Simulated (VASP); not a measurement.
A run of VASP 6.6.1 is set up as follows.

Contents of INCAR:

```
SYSTEM = TlCl
  ALGO = Normal
  DIPOL = 0.5 0.5 0.524
  EDIFF = 1E-6
  ENCUT = 400
  GGA = PE
  GGA_COMPAT = .False.
  IDIPOL = 3
  ISIF = 2
  ISMEAR = 1
  LASPH = .True.
  LCHARG = .True.
  LDIPOL = .True.
  LELF = .True.
  LREAL = .False.
  LVACPOTAV = .True.
  LVHAR = .True.
  LWAVE = .False.
  NBANDS = 28
  NELM = 120
  NELMDL = -8
  PREC = Accurate
  SIGMA = 0.15
```

KPOINTS

```
k-points
0
Gamma
  4 4 1
  0 0 0
```

Contents of POSCAR:

```
TlCl
1.0
    3.8340000000      0.0000000000      0.0000000000
    0.0000000000      3.8340000000      0.0000000000
    0.0000000000      0.0000000000     21.7510000000
Tl Cl
2 2
Direct
    0.0000000000      0.0000000000      0.3677991816
    0.0000000000      0.0000000000      0.6055347011
    0.5000000000      0.5000000000      0.4559330605
    0.5000000000      0.5000000000      0.6650469122
```

Potentials or basis: VASP PAW PBE potentials, release 64 (Tl_d, Cl).

Run with:

```sh
$ cat potpaw_PBE.64/Tl_d/POTCAR potpaw_PBE.64/Cl/POTCAR > POTCAR
$ mpirun -np 1 vasp_std > vasp.out
```

Estimate the band gap on the k mesh.

0.13 eV (least direct gap 0.32 eV).

Predict the largest force.

1.220 eV/Å.

Forces in eV/Å, atoms in the order of the input:
```
Tl   0.000  0.000  1.219
Tl   0.000  0.000  0.007
Cl   0.000  0.000 -1.220
Cl   0.000  0.000 -0.006
```

Caveat: spin-orbit coupling is left out, which moves the levels of the heavy elements.
